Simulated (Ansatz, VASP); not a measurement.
**PbSe in VASP and in Ansatz**

```
CELL_PARAMETERS angstrom
5.34946 0.00000 0.02675
0.00000 5.34946 0.00000
0.02111 0.00000 4.22127
ATOMIC_POSITIONS crystal
Pb 0.50000 0.00000 0.31825
Pb 0.00000 0.50000 0.68175
Se 0.00000 0.00000 0.00000
Se 0.50000 0.50000 0.00000
```

Change from the starting cell: strain e5 = +0.01, atoms carried along.

Alike in both runs: task single point; functional PBE; k mesh 6 × 6 × 8; occupations gaussian, width 0.05 eV; no spin polarisation.

|  | VASP | Ansatz |
| --- | --- | --- |
| version | VASP 6.6.1 | Ansatz 0.2.0 |
| potentials or method | VASP PAW PBE potentials, release 64 (Pb_d, Se), cutoff 520 eV | scalar-relativistic, plane waves, PAW |
| valence electrons in the cell | 40 | 60 |

Ansatz gave:

- gap on the k mesh at the Fermi level (eV): 0.42
- least direct gap on the mesh (eV): 0.88
- pressure (GPa): 0.0
- traceless stress, the component that is largest in VASP (GPa): -0.07
- rms of the force components (eV/Å): 0.012

Q: Which values does VASP return?

A: gap on the k mesh at the Fermi level (eV): 0.42; least direct gap on the mesh (eV): 0.88; pressure (GPa): 0.0; traceless stress, the component that is largest in VASP (GPa): -0.07; rms of the force components (eV/Å): 0.013.

Atom by atom the forces differ by 0.002 eV/Å (rms over components). With one functional, cell and mesh, what is left measures potentials, basis and numerics. VASP's potentials hold 40 valence electrons a cell and Ansatz's 60, so a difference there can come from the potentials and not from the codes.

Neither program's run includes spin-orbit coupling.
